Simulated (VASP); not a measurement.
# HfN (P6_3/mmc) in VASP: notebook

HfN is run at these levels: PBEsol; tasks: single point.

Program: VASP 6.6.1. These are calculated values, not measurements. Logs are shortened: lines on timing, memory, paths and dates and some standing lists are left out, and cuts for length are marked.

### 1 The cell of the first run

Symmetry: P6_3/mmc, No. 194, hexagonal system. Conventional cell: a = 3.128 Å, b = 3.128 Å, c = 5.391 Å, α = 90.00°, β = 90.00°, γ = 120.00°. Hf (site symmetry -6m2) has 6 N at 2.25 Å within 3.0 Å. Within 3.0 Å of N (site symmetry -3m) lie 6 Hf at 2.25 Å and 2 N at 2.70 Å.

### 2 Single point, PBEsol

INCAR

```
PREC = Accurate ; ENCUT = 520
EDIFF = 1E-6 ; ISMEAR = 0
SIGMA = 0.15 ; LREAL = F
LASPH = T ; NELM = 100
ALGO = Normal ; ISIF = 2
LWAVE = F ; LCHARG = F
GGA = PS ; NBANDS = 23
```

KPOINTS

```
regular mesh
0
Gamma
  12 12 6
```

POSCAR

```
HfN
1.0
    3.1277072714      0.0000000000      0.0000000000
   -1.5638536357      2.7086739526      0.0000000000
    0.0000000000      0.0000000000      5.3909358698
Hf N
2 2
Direct
    0.6666666667      0.3333333333      0.7500000000
    0.3333333333      0.6666666667      0.2500000000
    0.0000000000      0.0000000000      0.0000000000
    0.0000000000      0.0000000000      0.5000000000
```

Potentials or basis: VASP PAW PBE potentials, release 64 (Hf_pv, N).

The run is started by

```sh
$ cat potpaw_PBE.64/Hf_pv/POTCAR potpaw_PBE.64/N/POTCAR > POTCAR
$ mpirun -np 1 vasp_std > vasp.out
```

OUTCAR:

```text
PREC = Accurate
   ENCUT = 520
   EDIFF = 1E-6
   ISMEAR = 0
   LREAL = F
   LASPH = T
   NELM = 100
   ISIF = 2
   GGA = PS

 ion  position               nearest neighbor table
   1  0.667  0.333  0.750-   3 2.25   4 2.25   3 2.25   4 2.25   3 2.25   4 2.25   2 3.24   2 3.24
                             2 3.24   2 3.24   2 3.24   2 3.24
   2  0.333  0.667  0.250-   3 2.25   4 2.25   3 2.25   4 2.25   3 2.25   4 2.25   1 3.24   1 3.24
                             1 3.24   1 3.24   1 3.24   1 3.24
   3  0.000  0.000  0.000-   1 2.25   2 2.25   2 2.25   1 2.25   1 2.25   2 2.25
   4  0.000  0.000  0.500-   1 2.25   2 2.25   2 2.25   1 2.25   1 2.25   2 2.25

  LATTYP: Found a hexagonal cell.
 ALAT       =     3.1277072714
 C/A-ratio  =     1.7236062719

  Lattice vectors:

 A1 = (   3.1277072714,   0.0000000000,   0.0000000000)
 A2 = (  -1.5638536357,   2.7086739526,   0.0000000000)
 A3 = (   0.0000000000,   0.0000000000,   5.3909358698)

Analysis of symmetry for initial positions (statically):
=====================================================================
 Subroutine PRICEL returns:
 Original cell was already a primitive cell.

 Routine SETGRP: Setting up the symmetry group for a
 hexagonal supercell.

 Subroutine GETGRP returns: Found 24 space group operations
 (whereof 12 operations were pure point group operations)
 out of a pool of 24 trial point group operations.

The static configuration has the point symmetry D_3d.
 The point group associated with its full space group is D_6h.

Analysis of symmetry for dynamics (positions and initial velocities):
=====================================================================
 Subroutine PRICEL returns:
 Original cell was already a primitive cell.

 Routine SETGRP: Setting up the symmetry group for a
 hexagonal supercell.

 Subroutine GETGRP returns: Found 24 space group operations
 (whereof 12 operations were pure point group operations)
 out of a pool of 24 trial point group operations.

The dynamic configuration has the point symmetry D_3d.
 The point group associated with its full space group is D_6h.

 Subroutine INISYM returns: Found 24 space group operations
 (whereof 12 operations are pure point group operations),
 and found     1 'primitive' translations

----------------------------------------------------------------------------------------

                                     Primitive cell

  volume of cell :      45.6717

  direct lattice vectors                    reciprocal lattice vectors
     3.127707271  0.000000000  0.000000000     0.319723015  0.184592169  0.000000000
    -1.563853636  2.708673953  0.000000000     0.000000000  0.369184338  0.000000000
     0.000000000  0.000000000  5.390935870     0.000000000  0.000000000  0.185496549

  length of vectors
     3.127707271  3.127707271  5.390935870     0.369184338  0.369184338  0.185496549

  position of ions in fractional coordinates (direct lattice)
     0.666666667  0.333333333  0.750000000
     0.333333333  0.666666667  0.250000000
     0.000000000  0.000000000  0.000000000
     0.000000000  0.000000000  0.500000000

  ion indices of the primitive-cell ions
   primitive index   ion index
                 1           1
                 2           2
                 3           3
                 4           4

----------------------------------------------------------------------------------------

 KPOINTS: regular mesh

Automatic generation of k-mesh.
 Grid dimensions read from file:
 generate k-points for:   12   12    6

 Generating k-lattice:

  Cartesian coordinates                     Fractional coordinates (reciprocal lattice)
     0.026643585  0.015382681  0.000000000     0.083333333  0.000000000  0.000000000
     0.000000000  0.030765361  0.000000000     0.000000000  0.083333333  0.000000000
     0.000000000  0.000000000  0.030916092     0.000000000  0.000000000  0.166666667

  Length of vectors
     0.030765361  0.030765361  0.030916092

  Shift w.r.t. Gamma in fractional coordinates (k-lattice)
     0.000000000  0.000000000  0.000000000

 Subroutine IBZKPT returns following result:
 ===========================================

 Found     76 irreducible k-points:

 Following reciprocal coordinates:
            Coordinates               Weight
  0.000000  0.000000  0.000000      1.000000
  0.083333  0.000000  0.000000      6.000000
  0.166667 -0.000000  0.000000      6.000000
  0.250000  0.000000  0.000000      6.000000
  0.333333 -0.000000  0.000000      6.000000
  0.416667 -0.000000  0.000000      6.000000
[... 16 lines left out ...]
  0.250000  0.000000  0.166667     12.000000
  0.333333 -0.000000  0.166667     12.000000
 [... further k-points ...]
   k-points           NKPTS =     76   k-points in BZ     NKDIM =     76   number of bands    NBANDS=     23
   number of dos      NEDOS =    301   number of ions     NIONS =      4
   total plane-waves  NPLWV =  23040
   dimension x,y,z NGX =    24 NGY =   24 NGZ =   40
   dimension x,y,z NGXF=    48 NGYF=   48 NGZF=   80
   ions per type =               2   2
   NGX,Y,Z   is equivalent  to a cutoff of  12.76, 12.76, 12.34 a.u.
   NGXF,Y,Z  is equivalent  to a cutoff of  25.51, 25.51, 24.67 a.u.
 SYSTEM =  unknown system
   PREC   = accura    normal or accurate (medium, high low for compatibility)
   ISTART =      0    job   : 0-new  1-cont  2-samecut
   ICHARG =      2    charge: 1-file 2-atom 10-const
   ISPIN  =      1    spin polarized calculation?
   LNONCOLLINEAR =      F non collinear calculations
   LSORBIT =      F    spin-orbit coupling
   LASPH  =      T    aspherical Exc in radial PAW
   ENCUT  =  520.0 eV  38.22 Ry    6.18 a.u.   5.82  5.82 10.02*2*pi/ulx,y,z
   NELM   =    100;   NELMIN=  2; NELMDL= -5     # of ELM steps
   EDIFF  = 0.1E-05   stopping-criterion for ELM
   LREAL  =      F    real-space projection
   EDIFFG = 0.1E-04   stopping-criterion for IOM
   NSW    =      0    number of steps for IOM
   IBRION =     -1    ionic relax: 0-MD 1-quasi-New 2-CG
   NFREE  =      0    steps in history (QN), initial steepest desc. (CG)
   ISIF   =      2    stress and relaxation
   ISYM   =      2    0-nonsym 1-usesym 2-fastsym
   POTIM  = 0.5000    time-step for ionic-motion
   TEBEG  =    0.0;   TEEND  =   0.0 temperature during run
   PSTRESS=    0.0 pullay stress
   NELECT =      30.0000    total number of electrons
   NUPDOWN=      -1.0000    fix difference up-down
   EMIN   =  10.00;   EMAX   =-10.00  energy-range for DOS
   EFERMI =   0.00;   METHOD = LEGACY
   ISMEAR =     0;   SIGMA  =   0.15  broadening in eV -4-tet -1-fermi 0-gaus
   EFERMI_NEDOS =   21; number of points for ismear=-14 and -15
   IALGO  =     38    algorithm
   IMIX   =      4    mixing-type and parameters
     AMIX     =   0.40;   BMIX     =  1.00
     AMIX_MAG =   1.60;   BMIX_MAG =  1.00
  volume/ion in A,a.u.               =      11.42        77.05
  Fermi-wavevector in a.u.,A,eV,Ry     =   1.423092  2.689254 27.554387  2.025190
  Thomas-Fermi vector in A             =   2.543726
   LORBIT       =      0    0 simple, 1 ext, 2 COOP (PROOUT), +10 PAW based schemes
   GGA     = PS    functional components
   LHFCALC =     F    Hartree Fock is set to
   AEXX    =    0.0000 exact exchange contribution
   IVDW    =     0    specifies the selected vdW correction
   LEPSILON=     F    determine dielectric tensor
   LRPA    =     F    only Hartree local field effects (RPA)
 non-spin polarized calculation
 Gauss-broadening in eV      SIGMA  =   0.15
  energy-cutoff  :      520.00
  volume of cell :       45.67
 maximum number of plane-waves:      1251
 NGX is ok and might be reduce to    24
   NGX = 11   NGY = 11   NGZ = 21

 number of electron      29.9999999 magnetization

 Free energy of the ion-electron system (eV)
  ---------------------------------------------------
  ext. energy  EPLUGINS =         0.00000000
  ---------------------------------------------------
  free energy    TOTEN  =       -45.87528600 eV

  energy without entropy =      -45.86552588  energy(sigma->0) =      -45.87040594

 E-fermi :   7.7584     XC(G=0): -12.9496

 val. band max:        7.7551753538   @ k =   0.0833   0.0833   0.0000
 cond. band min:       7.7790889636   @ k =   0.0833   0.0833   0.3333
 fundamental gap:      0.0239136098
 Fermi energy:         7.7584357598

 k-point     1 :       0.0000    0.0000    0.0000
  band No.  band energies     occupation
      1     -23.8048      2.00000
      2     -22.8993      2.00000
      3     -22.8019      2.00000
      4     -22.8019      2.00000
      5     -22.7375      2.00000
      6     -22.7375      2.00000
[... 15 lines left out ...]
     22      13.5656      0.00000
     23      13.5656      0.00000

 k-point     2 :       0.0833    0.0000    0.0000
  band No.  band energies     occupation
      1     -23.7789      2.00000
      2     -22.9017      2.00000
      3     -22.8642      2.00000
      4     -22.8217      2.00000
      5     -22.7981      2.00000
      6     -22.7431      2.00000
[... 15 lines left out ...]
     22      13.2968      0.00000
     23      13.5360      0.00000

 k-point     3 :       0.1667   -0.0000    0.0000
  band No.  band energies     occupation
      1     -23.7053      2.00000
      2     -23.0382      2.00000
      3     -22.9520      2.00000
      4     -22.9107      2.00000
      5     -22.8708      2.00000
      6     -22.7627      2.00000
[... 15 lines left out ...]
     22      12.7848      0.00000
     23      13.0844      0.00000
[... 495 lines left out ...]
 k-point    23 :       0.2500    0.0000    0.1667
  band No.  band energies     occupation
      1     -23.5745      2.00000
      2     -23.2675      2.00000
      3     -23.1649      2.00000
      4     -22.9436      2.00000
      5     -22.9232      2.00000
      6     -22.8035      2.00000
[... 15 lines left out ...]
     22      13.1638      0.00000
     23      13.3018      0.00000

 k-point    24 :       0.3333   -0.0000    0.1667
  band No.  band energies     occupation
      1     -23.5552      2.00000
      2     -23.4264      2.00000
      3     -23.3151      2.00000
      4     -22.9798      2.00000
      5     -22.9731      2.00000
      6     -22.8390      2.00000
[... 15 lines left out ...]
     22      13.5491      0.00000
     23      13.8034      0.00000

 [... further k-points ...]
[... 5 lines left out ...]
  --------------------------------------------------------------------------------------
  -------------------------------------------------------------------------------------
  Total       -0.6177551     -0.6177551     -0.4993420      0.0000000      0.0000000      0.0000000
  in kB      -21.6710497    -21.6710497    -17.5170800      0.0000000      0.0000000      0.0000000
  external PRESSURE =     -20.2863931 kB  Pullay stress =       0.0000000 kB

 VOLUME and BASIS-vectors are now :
 -----------------------------------------------------------------------------
  energy-cutoff  :      520.00
  volume of cell :       45.67
      direct lattice vectors                 reciprocal lattice vectors
     3.127707271  0.000000000  0.000000000     0.319723015  0.184592169  0.000000000
    -1.563853636  2.708673953  0.000000000     0.000000000  0.369184338  0.000000000
     0.000000000  0.000000000  5.390935870     0.000000000  0.000000000  0.185496549

 POSITION                                       TOTAL-FORCE (eV/Angst)
 -----------------------------------------------------------------------------------
      1.56385      0.90289      4.04320        -0.000000      0.000000      0.000000
     -0.00000      1.80578      1.34773         0.000000      0.000000      0.000000
      0.00000      0.00000      0.00000        -0.000000      0.000000      0.000000
      0.00000      0.00000      2.69547        -0.000000      0.000000      0.000000
 -----------------------------------------------------------------------------------
    total drift:                               -0.000000      0.000000     -0.000000

  FREE ENERGIE OF THE ION-ELECTRON SYSTEM (eV)
  ---------------------------------------------------
  free  energy   TOTEN  =       -45.8752859994 eV

  energy  without entropy=      -45.8655258835  energy(sigma->0) =      -45.87040594
```

Wall time 32 s (1 thread of Intel Xeon Platinum 8488C (Sapphire Rapids), shared host); peak memory 0.21 GiB.

What came out:

```yaml
Free_energy: -45.8753 eV
Pressure: -2.0 GPa
Band_gap_on_the_k_mesh: zero (bands 15 and 16 overlap by 2.34 eV)
```

Stress tensor (GPa, compression positive):
```
-2.17  0.00  0.00
 0.00 -2.17  0.00
 0.00  0.00 -1.75
```

Levels at points of the mesh, in eV from the Fermi level:
```
           k point  band 11  band 12  band 13  band 14  band 15  band 16  band 17  band 18  band 19  band 20
(0.00, 0.00, 0.00)    -4.69    -3.53    -3.53    -1.60    -0.54     0.79     0.79     1.18     1.90     1.90
(0.50, 0.00, 0.00)    -5.72    -5.44    -3.18    -2.76    -2.31     2.59     2.85     4.55     4.80     5.67
(0.00, 0.00, 0.50)    -4.34    -4.34    -4.34    -4.34     1.98     1.98     3.02     3.02     3.02     3.02
(0.50, 0.00, 0.50)    -5.42    -5.42    -4.42    -4.42    -0.19    -0.19     4.85     4.85     4.92     4.92
```

Caveat: the PAW data sets were made with another functional, which shifts forces and pressure a little; spin-orbit coupling is left out, which moves the levels of the heavy elements.

### 3 Single point, PBEsol

INCAR

```
ALGO = Normal ; EDIFF = 1E-6
ENCUT = 520 ; GGA = PS
ISIF = 2 ; ISMEAR = 0
LASPH = T ; LCHARG = F
LREAL = F ; LWAVE = F
NBANDS = 23 ; NELM = 60
PREC = Accurate ; SIGMA = 0.1
```

KPOINTS

```
k-points
0
Gamma
  18 18 8
```

POSCAR is that of step 2.

Potentials or basis: VASP PAW PBE potentials, release 64 (Hf_pv, N).

The run is started by

```sh
$ cat potpaw_PBE.64/Hf_pv/POTCAR potpaw_PBE.64/N/POTCAR > POTCAR
$ mpirun -np 1 vasp_std > vasp.out
```

Run time: 69 s. Hardware: 1 thread of Intel Xeon Platinum 8488C (Sapphire Rapids), shared host; peak memory 0.29 GiB.

The run converged. Its results:

```yaml
Free_energy: -45.8737 eV
Pressure: -2.1 GPa
Band_gap_on_the_k_mesh: zero (bands 15 and 16 overlap by 2.35 eV)
```

Stress tensor (GPa, compression positive):
```
-2.13  0.00  0.00
 0.00 -2.13  0.00
 0.00  0.00 -2.02
```

Levels at points of the mesh, in eV from the Fermi level:
```
           k point  band 13  band 14  band 15  band 16  band 17  band 18
(0.00, 0.00, 0.00)    -3.59    -1.67    -0.60     0.73     0.73     1.11
(0.50, 0.00, 0.00)    -3.25    -2.82    -2.37     2.52     2.79     4.48
(0.00, 0.00, 0.50)    -4.41    -4.41     1.91     1.91     2.96     2.96
(0.50, 0.00, 0.50)    -4.49    -4.49    -0.25    -0.25     4.79     4.79
```

Caveat: the PAW data sets were made with another functional, which shifts forces and pressure a little; spin-orbit coupling is left out, which moves the levels of the heavy elements.

### 4 Single point, PBEsol (uniaxial strain along c: +6.0 %)

INCAR

```
SYSTEM = HfN
PREC = Accurate
ENCUT = 600
EDIFF = 1E-6
ISMEAR = 0
SIGMA = 0.1
LREAL = .FALSE.
LASPH = .TRUE.
NELM = 120
ALGO = Normal
ISIF = 2
LWAVE = .FALSE.
LCHARG = .FALSE.
GGA = PS
NBANDS = 23
GGA_COMPAT = .FALSE.
```

KPOINTS

```
Automatic mesh
0
G
  18 18 10
  0 0 0
```

POSCAR

```
HfN
1.0
    3.0807916743      0.0000000000      0.0000000000
   -1.5403958371      2.6680438537      0.0000000000
    0.0000000000      0.0000000000      5.7143920488
Hf N
2 2
Direct
    0.6666666657      0.3333333343      0.7500000000
    0.3333333343      0.6666666657      0.2500000000
    0.0000000000      0.0000000000      0.0000000000
    0.0000000000      0.0000000000      0.5000000000
```

The run is started by

```sh
$ cat potpaw_PBE.64/Hf_pv/POTCAR potpaw_PBE.64/N/POTCAR > POTCAR
$ mpirun -np 1 vasp_std > vasp.out
```

Run time: 5.6 min. Hardware: 1 thread of Oxide Virtual Turin-like, shared host; peak memory 0.35 GiB.

Results (log left out):

```yaml
Free_energy: -45.6150 eV
Pressure: -9.3 GPa
Band_gap_on_the_k_mesh: zero (bands 15 and 16 overlap by 2.10 eV)
```

Stress tensor (GPa, compression positive):
```
  0.54   0.00   0.00
  0.00   0.54   0.00
  0.00   0.00 -28.94
```

Levels at points of the mesh, in eV from the Fermi level:
```
           k point  band 13  band 14  band 15  band 16  band 17  band 18
(0.00, 0.00, 0.00)    -3.04    -2.06    -1.29     0.86     0.86     1.68
(0.50, 0.00, 0.00)    -2.78    -2.77    -2.62     1.94     2.81     4.42
(0.00, 0.00, 0.50)    -3.71    -3.71     1.51     1.51     2.73     2.73
(0.50, 0.00, 0.50)    -3.98    -3.98    -0.22    -0.22     5.11     5.11
```

Caveat: the cell differs from its parent crystal (uniaxial strain along c: +6.0 %); the stress differs along the axes, from -29 to 1 GPa; the PAW data sets were made with another functional, which shifts forces and pressure a little; spin-orbit coupling is left out, which moves the levels of the heavy elements.

### 5 The runs side by side

```tsv
cell	k mesh	cutoff (eV)	smearing	gap on the mesh (eV)	pressure (GPa)
a = 3.128, b = 3.128, c = 5.391 Å, angles 90.0, 90.0, 120.0°, 4 atoms	12 × 12 × 6	520	gaussian 0.15 eV	none	-2.0
a = 3.128, b = 3.128, c = 5.391 Å, angles 90.0, 90.0, 120.0°, 4 atoms	18 × 18 × 8	520	gaussian 0.1 eV	none	-2.1
a = 3.081, b = 3.081, c = 5.714 Å, angles 90.0, 90.0, 120.0°, 4 atoms	18 × 18 × 10	600	gaussian 0.1 eV	none	-9.3
```

Alike in all rows: task single point; level PBEsol; potentials or basis VASP PAW PBE potentials, release 64 (Hf_pv, N); no spin polarisation.

Caveats: the PAW data sets were made with another functional, which shifts forces and pressure a little; spin-orbit coupling is left out, which moves the levels of the heavy elements; the stress differs along the axes, from -29 to 1 GPa (at least some runs).

Absolute energies hang on the potentials; compare differences alone.

The gap in the log of VASP goes by the Fermi energy; the results here count the filled bands.